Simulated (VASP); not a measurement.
Wanted: the native input for a VASP 6.6.1 run.

* Task: single point
* Functional: PBE
* Potentials or basis: VASP PAW PBE potentials, release 64 (Ni)
* Cutoff: 520 eV
* k mesh: 13 × 13 × 13
* Occupations: gaussian, width 0.011 eV
* Spin: collinear spin, ferromagnetic start
* Starting moments: [1.0] μB
* Dipole correction: no
* Further INCAR settings: ALGO = Fast; EDIFF = 1e-07; NBANDS = 15

The structure of Ni lies in POSCAR:

```
Ni
1.0
   -1.3837154700      1.3837154700      1.3837154700
    1.3837154700     -1.3837154700      1.3837154700
    1.3837154700      1.3837154700     -1.3837154700
Ni
1
Direct
    0.0000000000      0.0000000000      0.0000000000
```

These files were run (other wordings do the same):

INCAR

```
ALGO = Fast
EDIFF = 1E-7
ENCUT = 520
GGA = PE
ISIF = 2
ISMEAR = 0
ISPIN = 2
LASPH = True
LCHARG = False
LMAXMIX = 4
LORBIT = 11
LREAL = False
LWAVE = False
MAGMOM = 1
NBANDS = 15
NELM = 150
PREC = Accurate
SIGMA = 0.011
```

KPOINTS

```
k-points
0
Gamma
  13 13 13
```

Potentials or basis: VASP PAW PBE potentials, release 64 (Ni).

Run with:

```bash
$ cat potpaw_PBE.64/Ni/POTCAR > POTCAR
$ mpirun -np 1 vasp_std > vasp.out
```

It gave:

```
Pressure                                              : 7.6 GPa
Net moment                                            : 0.59 μB per cell
Site moments                                          : Ni +0.60 μB
Valence electrons inside the program's atomic spheres : Ni 9.36
```

Run time: 12 s on 1 thread of Intel(R) Xeon(R) 6975P-C (Granite Rapids), with other jobs on the host, peak memory 0.14 GiB.
